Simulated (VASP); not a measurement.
Crystal: Zr.

```
CELL_PARAMETERS angstrom
3.23279 0.00000 0.00000
-1.61639 2.79968 0.00000
0.00000 0.00000 5.16912
ATOMIC_POSITIONS crystal
Zr 0.33333 0.66667 0.25000
Zr 0.66667 0.33333 0.75000
```

* Program: VASP 6.6.1
* Task: relaxation of cell and atoms
* Functional: LDA
* Potentials or basis: VASP PAW LDA potentials, release 64 (Zr_sv)
* Cutoff: 600 eV
* k mesh: 15 × 15 × 8
* Occupations: gaussian, width 0.1 eV
* Spin: no spin polarisation

At the start: pressure -6.5 GPa; volume 23.39 Å³/atom.

How do energy, volume and symmetry change on relaxing?

Over 8 steps the energy falls by 33.7 meV/atom and the volume is 21.79 Å³/atom (-6.8 %); space group P6_3/mmc (No. 194, to 0.1 Å) before and after.

Step by step:
```
step  energy change (eV)  largest force (eV/Å)  pressure (GPa)  volume (Å³)
   1              0.0000                0.0000           -6.45        46.78
   2              0.0056                0.0000            8.15        40.69
   3             -0.0661                0.0000           -0.03        43.69
   4             -0.0661                0.0000            0.07        43.63
   5             -0.0670                0.0000            0.05        43.61
   6             -0.0673                0.0000            0.04        43.59
   7             -0.0673                0.0000            0.04        43.58
   8             -0.0673                0.0000            0.03        43.58
```

Final structure:
```yaml
crystal:
  lattice:
    - [3.14267, 0.00000, 0.00000]
    - [-1.57133, 2.72163, 0.00000]
    - [0.00000, 0.00000, 5.09533]
  atoms:
    - { symbol: Zr, position: [0.33333, 0.66667, 0.25000] }
    - { symbol: Zr, position: [0.66667, 0.33333, 0.75000] }
```
